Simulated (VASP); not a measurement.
# Pd in VASP: a series of runs

Runs on Pd. Level: PBE+D3(BJ). Tasks: single point, relaxation of the atoms.

All numbers are computed with VASP 6.6.1; they aren't measurements. Logs are shortened: lines on timing, memory, paths and dates and some standing lists are left out, and cuts for length are marked.

## (1) The cell of the first run

The cell holds a slab with vacuum, 12 atoms: a = 5.500 Å, b = 5.500 Å, c = 20.491 Å, α = 90.00°, β = 90.00°, γ = 120.00°.

## (2) Single point, PBE+D3(BJ)

File INCAR:

```
SYSTEM = Pd
PREC     = Accurate       ! precision mode
ENCUT    = 520            ! plane-wave cutoff, eV
EDIFF    = 1E-7           ! SCF threshold, eV
ISMEAR   = 0              ! smearing method
SIGMA    = 0.1            ! smearing width, eV
LREAL    = .FALSE.        ! projectors in reciprocal space
LASPH    = .TRUE.         ! aspherical terms in the spheres
NELM     = 80             ! most SCF steps
ALGO     = Normal         ! electronic algorithm
ISIF     = 2              ! what is computed and relaxed
LWAVE    = .FALSE.        ! write WAVECAR
LCHARG   = .FALSE.        ! write CHGCAR
LDIPOL   = .TRUE.       
IDIPOL   = 3            
DIPOL    = 0.5 0.5 0.502
GGA      = PE             ! functional
IVDW     = 12             ! dispersion correction
NBANDS   = 72             ! bands
```

File KPOINTS:

```
regular mesh
0
G
  4 4 1
  0 0 0
```

File POSCAR:

```
Pd
1.0
    5.5001966168      0.0000000000      0.0000000000
   -2.7500983084      4.7633099959      0.0000000000
    0.0000000000      0.0000000000     20.4908917320
Pd
12
Direct
    0.3333333333      0.1666666667      0.3904173671
    0.3333333333      0.6666666667      0.3904173671
    0.8333333333      0.1666666667      0.3904173671
    0.8333333333      0.6666666667      0.3904173671
    0.6666666667      0.3333333333      0.5018901788
    0.6666666667      0.8333333333      0.5018901788
    0.1666666667      0.3333333333      0.5018901788
    0.1666666667      0.8333333333      0.5018901788
    0.0000000000      0.5000000000      0.6133489106
    0.0000000000      0.0000000000      0.6133489106
    0.5000000000      0.5000000000      0.6133489106
    0.5000000000      0.0000000000      0.6133489106
```

Potentials or basis: VASP PAW PBE potentials, release 64 (Pd).

Command:

```bash
> cat potpaw_PBE.64/Pd/POTCAR > POTCAR
> mpirun -np 1 vasp_std > vasp.out
```

OUTCAR:

```text
SYSTEM = Pd
   PREC = Accurate
   ENCUT = 520
   EDIFF = 1E-7
   ISMEAR = 0
   LREAL = .FALSE.
   LASPH = .TRUE.
   NELM = 80
   ISIF = 2
   GGA = PE
   IVDW = 12
 IVDW          = 12

 ion  position               nearest neighbor table
   1  0.333  0.167  0.390-   2 2.75   4 2.75   2 2.75   4 2.75   3 2.75   3 2.75   7 2.78   8 2.78
                             5 2.78
   2  0.333  0.667  0.390-   1 2.75   3 2.75   1 2.75   3 2.75   4 2.75   4 2.75   8 2.78   7 2.78
                             6 2.78
   3  0.833  0.167  0.390-   2 2.75   4 2.75   4 2.75   2 2.75   1 2.75   1 2.75   5 2.78   6 2.78
                             7 2.78
   4  0.833  0.667  0.390-   1 2.75   3 2.75   3 2.75   1 2.75   2 2.75   2 2.75   6 2.78   5 2.78
                             8 2.78
   5  0.667  0.333  0.502-   6 2.75   8 2.75   6 2.75   8 2.75   7 2.75   7 2.75  12 2.78   9 2.78
                            11 2.78   3 2.78   4 2.78   1 2.78
   6  0.667  0.833  0.502-   5 2.75   7 2.75   5 2.75   7 2.75   8 2.75   8 2.75  11 2.78  10 2.78
                            12 2.78   4 2.78   3 2.78   2 2.78
   7  0.167  0.333  0.502-   6 2.75   8 2.75   8 2.75   6 2.75   5 2.75   5 2.75  10 2.78  11 2.78
                             9 2.78   1 2.78   2 2.78   3 2.78
   8  0.167  0.833  0.502-   5 2.75   7 2.75   7 2.75   5 2.75   6 2.75   6 2.75   9 2.78  12 2.78
                            10 2.78   2 2.78   1 2.78   4 2.78
   9  0.000  0.500  0.613-  10 2.75  12 2.75  10 2.75  12 2.75  11 2.75  11 2.75   8 2.78   5 2.78
[... 14 lines left out ...]
 A1 = (   5.5001966168,   0.0000000000,   0.0000000000)
 A2 = (  -2.7500983084,   4.7633099959,   0.0000000000)
 A3 = (   0.0000000000,   0.0000000000,  20.4908917320)

Analysis of symmetry for initial positions (statically):
=====================================================================
 Subroutine PRICEL returns following result:

  LATTYP: Found a hexagonal cell.
 ALAT       =     2.7500983084
 C/A-ratio  =     7.4509669961

  Lattice vectors:

 A1 = (   2.7500983084,   0.0000000000,   0.0000000000)
 A2 = (  -1.3750491542,   2.3816549980,   0.0000000000)
 A3 = (   0.0000000000,   0.0000000000,  20.4908917320)

   4 primitive cells build up your supercell.

 Routine SETGRP: Setting up the symmetry group for a
 hexagonal supercell.

 Subroutine GETGRP returns: Found  6 space group operations
 (whereof  6 operations were pure point group operations)
 out of a pool of 24 trial point group operations.

The static configuration has the point symmetry C_3v.

Analysis of symmetry for dynamics (positions and initial velocities):
=====================================================================
 Subroutine PRICEL returns following result:

  LATTYP: Found a hexagonal cell.
 ALAT       =     2.7500983084
 C/A-ratio  =     7.4509669961

  Lattice vectors:

 A1 = (   2.7500983084,   0.0000000000,   0.0000000000)
 A2 = (  -1.3750491542,   2.3816549980,   0.0000000000)
 A3 = (   0.0000000000,   0.0000000000,  20.4908917320)

   4 primitive cells build up your supercell.

 Routine SETGRP: Setting up the symmetry group for a
 hexagonal supercell.

 Subroutine GETGRP returns: Found  6 space group operations
 (whereof  6 operations were pure point group operations)
 out of a pool of 24 trial point group operations.

The dynamic configuration has the point symmetry C_3v.

 Subroutine INISYM returns: Found  6 space group operations
 (whereof  6 operations are pure point group operations),
 and found     4 'primitive' translations

----------------------------------------------------------------------------------------

                                     Primitive cell

  volume of cell :     134.2109

  direct lattice vectors                    reciprocal lattice vectors
     2.750098308  0.000000000  0.000000000     0.363623365  0.209938047  0.000000000
    -1.375049154  2.381654998  0.000000000     0.000000000  0.419876095  0.000000000
     0.000000000  0.000000000 20.490891732     0.000000000  0.000000000  0.048802171

  length of vectors
     2.750098308  2.750098308 20.490891732     0.419876095  0.419876095  0.048802171

  position of ions in fractional coordinates (direct lattice)
     0.666666667  0.333333333  0.390417367
     0.333333333  0.666666667  0.501890179
     0.000000000  0.000000000  0.613348911

  ion indices of the primitive-cell ions
   primitive index   ion index
                 1           1
                 2           7
                 3          12

----------------------------------------------------------------------------------------

 KPOINTS: regular mesh

Automatic generation of k-mesh.
 Grid dimensions read from file:
 generate k-points for:    4    4    1

 Generating k-lattice:

  Cartesian coordinates                     Fractional coordinates (reciprocal lattice)
     0.045452921  0.026242256  0.000000000     0.250000000  0.000000000  0.000000000
     0.000000000  0.052484512  0.000000000     0.000000000  0.250000000  0.000000000
     0.000000000  0.000000000  0.048802171     0.000000000  0.000000000  1.000000000

  Length of vectors
     0.052484512  0.052484512  0.048802171

  Shift w.r.t. Gamma in fractional coordinates (k-lattice)
     0.000000000  0.000000000  0.000000000

 Subroutine IBZKPT returns following result:
 ===========================================

 Found      4 irreducible k-points:

 Following reciprocal coordinates:
            Coordinates               Weight
  0.000000  0.000000  0.000000      1.000000
  0.250000 -0.000000  0.000000      6.000000
  0.500000 -0.000000  0.000000      3.000000
  0.250000  0.250000  0.000000      6.000000
   k-points           NKPTS =      4   k-points in BZ     NKDIM =      4   number of bands    NBANDS=     72
   number of dos      NEDOS =    301   number of ions     NIONS =     12
   total plane-waves  NPLWV = 282240
   dimension x,y,z NGX =    42 NGY =   42 NGZ =  160
   dimension x,y,z NGXF=    84 NGYF=   84 NGZF=  320
   ions per type =              12
   NGX,Y,Z   is equivalent  to a cutoff of  12.69, 12.69, 12.98 a.u.
   NGXF,Y,Z  is equivalent  to a cutoff of  25.39, 25.39, 25.96 a.u.
 SYSTEM =  Pd
   PREC   = accura    normal or accurate (medium, high low for compatibility)
   ISTART =      0    job   : 0-new  1-cont  2-samecut
   ICHARG =      2    charge: 1-file 2-atom 10-const
   ISPIN  =      1    spin polarized calculation?
   LNONCOLLINEAR =      F non collinear calculations
   LSORBIT =      F    spin-orbit coupling
   LASPH  =      T    aspherical Exc in radial PAW
   ENCUT  =  520.0 eV  38.22 Ry    6.18 a.u.  10.23 10.23 38.10*2*pi/ulx,y,z
   NELM   =     80;   NELMIN=  2; NELMDL= -5     # of ELM steps
   EDIFF  = 0.1E-06   stopping-criterion for ELM
   LREAL  =      F    real-space projection
   EDIFFG = 0.1E-05   stopping-criterion for IOM
   NSW    =      0    number of steps for IOM
   IBRION =     -1    ionic relax: 0-MD 1-quasi-New 2-CG
   NFREE  =      0    steps in history (QN), initial steepest desc. (CG)
   ISIF   =      2    stress and relaxation
   ISYM   =      2    0-nonsym 1-usesym 2-fastsym
   POTIM  = 0.5000    time-step for ionic-motion
   TEBEG  =    0.0;   TEEND  =   0.0 temperature during run
   PSTRESS=    0.0 pullay stress
   NELECT =     120.0000    total number of electrons
   NUPDOWN=      -1.0000    fix difference up-down
   EMIN   =  10.00;   EMAX   =-10.00  energy-range for DOS
   EFERMI =   0.00;   METHOD = LEGACY
   ISMEAR =     0;   SIGMA  =   0.10  broadening in eV -4-tet -1-fermi 0-gaus
   EFERMI_NEDOS =   21; number of points for ismear=-14 and -15
   IALGO  =     38    algorithm
   IMIX   =      4    mixing-type and parameters
     AMIX     =   0.40;   BMIX     =  1.00
     AMIX_MAG =   1.60;   BMIX_MAG =  1.00
  volume/ion in A,a.u.               =      44.74       301.90
  Fermi-wavevector in a.u.,A,eV,Ry     =   0.993541  1.877521 13.430643  0.987124
  Thomas-Fermi vector in A             =   2.125430
   LORBIT       =      0    0 simple, 1 ext, 2 COOP (PROOUT), +10 PAW based schemes
   GGA     = PE    functional components
   LHFCALC =     F    Hartree Fock is set to
   AEXX    =    0.0000 exact exchange contribution
   IVDW    =    12    specifies the selected vdW correction
   LEPSILON=     F    determine dielectric tensor
   LRPA    =     F    only Hartree local field effects (RPA)
 non-spin polarized calculation
 Gauss-broadening in eV      SIGMA  =   0.10
  energy-cutoff  :      520.00
  volume of cell :      536.84
 maximum number of plane-waves:     14460
 NGX is ok and might be reduce to    42
   NGX = 21   NGY = 21   NGZ = 77

 dipolmoment           0.000000      0.000000     -0.000001 electrons x Angstroem

 number of electron     119.9999968 magnetization

 dipolmoment           0.000000      0.000000      0.000002 electrons x Angstroem

 Free energy of the ion-electron system (eV)
  ---------------------------------------------------
  ext. energy  EPLUGINS =         0.00000000
  ---------------------------------------------------
  free energy    TOTEN  =       -58.15000310 eV

  energy without entropy =      -58.00668747  energy(sigma->0) =      -58.07834529

 E-fermi :  -0.3703     XC(G=0):  -5.2078

 val. band max:       -0.4159899124   @ k =   0.5000  -0.0000   0.0000
 cond. band min:      -0.3327517534   @ k =   0.2500  -0.0000   0.0000
 fundamental gap:      0.0832381590
 Fermi energy:        -0.3702701291

 k-point     1 :       0.0000    0.0000    0.0000
  band No.  band energies     occupation
      1      -6.6401      2.00000
      2      -5.3276      2.00000
      3      -5.2770      2.00000
      4      -5.2504      2.00000
      5      -5.2504      2.00000
      6      -5.2504      2.00000
[... 289 lines left out ...]
     71       4.9763      0.00000
     72       5.4381      0.00000

------------------------ aborting loop because EDIFF is reached ----------------------------------------

 vacuum level on the upper side and lower side of the slab       (xc-potential included)        -0.064        -0.065

 Edisp (eV)   -5.33439

 E8    (eV) :    -2.4654

  FORCE on cell =-STRESS in cart. coord.  units (eV):
  Direction    XX          YY          ZZ          XY          YZ          ZX
  --------------------------------------------------------------------------------------
  -------------------------------------------------------------------------------------
  Total      -9.01429    -9.01429    -0.38418    -0.00000     0.00000    -0.00000
  in kB     -26.90261   -26.90261    -1.14657    -0.00000     0.00000    -0.00000
  external pressure =      -18.32 kB  Pullay stress =        0.00 kB

 VOLUME and BASIS-vectors are now :
 -----------------------------------------------------------------------------
  energy-cutoff  :      520.00
  volume of cell :      536.84
      direct lattice vectors                 reciprocal lattice vectors
     5.500196617  0.000000000  0.000000000     0.181811682  0.104969024  0.000000000
    -2.750098308  4.763309996  0.000000000     0.000000000  0.209938047  0.000000000
     0.000000000  0.000000000 20.490891732     0.000000000  0.000000000  0.048802171

 POSITION                                       TOTAL-FORCE (eV/Angst)
 -----------------------------------------------------------------------------------
      1.37505      0.79388      8.00000         0.000000      0.000000      0.013529
     -0.00000      3.17554      8.00000        -0.000000     -0.000000      0.013529
      4.12515      0.79388      8.00000         0.000000     -0.000000      0.013529
      2.75010      3.17554      8.00000        -0.000000     -0.000000      0.013529
      2.75010      1.58777     10.28418        -0.000000      0.000000     -0.001373
      1.37505      3.96942     10.28418        -0.000000      0.000000     -0.001373
      0.00000      1.58777     10.28418        -0.000000      0.000000     -0.001373
     -1.37505      3.96942     10.28418         0.000000      0.000000     -0.001373
     -1.37505      2.38165     12.56807        -0.000000      0.000000     -0.012155
      0.00000      0.00000     12.56807        -0.000000     -0.000000     -0.012155
      1.37505      2.38165     12.56807         0.000000     -0.000000     -0.012155
      2.75010      0.00000     12.56807        -0.000000     -0.000000     -0.012155
 -----------------------------------------------------------------------------------
    total drift:                               -0.000000      0.000000      0.000098

  FREE ENERGIE OF THE ION-ELECTRON SYSTEM (eV)
  ---------------------------------------------------
  free  energy   TOTEN  =       -63.4843917544 eV

  energy  without entropy=      -63.3410761284  energy(sigma->0) =      -63.41273394

 vacuum level on the upper side and lower side of the slab         4.936         4.936
```

It took 4.5 min on 1 thread of Intel Xeon 6975P-C (Granite Rapids), shared host; peak memory 0.61 GiB.

Results:

```yaml
Free_energy: -63.4844 eV
Largest_force: 0.014 eV/Å
Band_gap_on_the_k_mesh: zero (bands 60 and 61 overlap by 0.44 eV)
Dispersion_energy_per_atom: -0.445 eV
```

Forces on the atoms (eV/Å):
```
Pd   0.000  0.000  0.014
Pd   0.000  0.000  0.014
Pd   0.000  0.000  0.014
Pd   0.000  0.000  0.014
Pd   0.000  0.000 -0.001
Pd   0.000  0.000 -0.001
Pd   0.000  0.000 -0.001
Pd   0.000  0.000 -0.001
Pd   0.000  0.000 -0.012
Pd   0.000  0.000 -0.012
Pd   0.000  0.000 -0.012
Pd   0.000  0.000 -0.012
```

Levels at points of the mesh, in eV from the Fermi level:
```
           k point  band 57  band 58  band 59  band 60  band 61  band 62  band 63  band 64
(0.00, 0.00, 0.00)     0.09     0.34     0.34     0.34     0.37     0.37     0.37     1.50
(0.50, 0.00, 0.00)    -0.11    -0.11    -0.10    -0.10    -0.05    -0.05     0.16     0.16
```

[end of part 1 of 2]
